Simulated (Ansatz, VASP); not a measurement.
Cs: VASP beside Ansatz

Contents of INCAR:

```
SYSTEM = Cs
ALGO     = Normal         ! electronic algorithm
EDIFF    = 1E-7           ! SCF threshold, eV
ENCUT    = 520            ! plane-wave cutoff, eV
GGA      = PS             ! functional
ISIF     = 2              ! what is computed and relaxed
ISMEAR   = -1             ! smearing method
LASPH    = .True.         ! aspherical terms in the spheres
LCHARG   = .False.        ! write CHGCAR
LREAL    = .False.        ! projectors in reciprocal space
LWAVE    = .False.        ! write WAVECAR
NBANDS   = 16             ! bands
NELM     = 100            ! most SCF steps
PREC     = Accurate       ! precision mode
SIGMA    = 0.1            ! smearing width, eV
```

Contents of KPOINTS:

```
k-points
0
Gamma
  8 8 4
  0 0 0
```

The input POSCAR:

```
Cs
1.0
    5.1608145952      0.0000000000      0.0000000000
   -2.5804072976      4.4693965437      0.0000000000
    0.0000000000      0.0000000000      8.4276102339
Cs
2
Direct
    0.3333333333      0.6666666667      0.2500000000
    0.6666666667      0.3333333333      0.7500000000
```

Input for Ansatz:

```yaml
crystal:
  lattice:
    - [5.1608145952, 0.0, 0.0]
    - [-2.5804072976, 4.4693965437, 0.0]
    - [0.0, 0.0, 8.4276102339]
  atoms:
    - { symbol: Cs, position: [0.3333333333, 0.6666666667, 0.25] }
    - { symbol: Cs, position: [0.6666666667, 0.3333333333, 0.75] }
hamiltonian:
  xc: pbesol
  pseudopotentials:
    kind: paw
    azcp:
      Cs: "pseudopotentials/Cs.paw.azcp"
basis:
  ecutwfc: 420
  fft_grid_basis: typed
kpoints:
  mp_grid: { grid: [8, 8, 4], shift: [0, 0, 0] }
magnetization:
  spin_polarized: false
scf:
  occupations: { method: fermi_dirac, width: 0.1 }
  lower_state_search: "off"
output:
  stress: true
```

Alike in both runs: task single point; functional PBEsol; k mesh 8 × 8 × 4; occupations fermi-dirac, width 0.1 eV; no spin polarisation.

|  | VASP | Ansatz |
| --- | --- | --- |
| version | VASP 6.6.1 | Ansatz 0.2.0 |
| potentials or method | VASP PAW PBE potentials, release 64 (Cs_sv), cutoff 520 eV | plane waves (420 eV) with PAW, scalar-relativistic |
| valence electrons in the cell | 18 | 18 |

```csv
,VASP,Ansatz,Ansatz less VASP
pressure (GPa),0.3,0.3,+0.01
```

VASP's potentials were made for PBE, not for PBEsol, and Ansatz warns of the same on its side. With one functional, cell and mesh, what is left measures potentials, basis and numerics.

Spin-orbit coupling is off throughout.
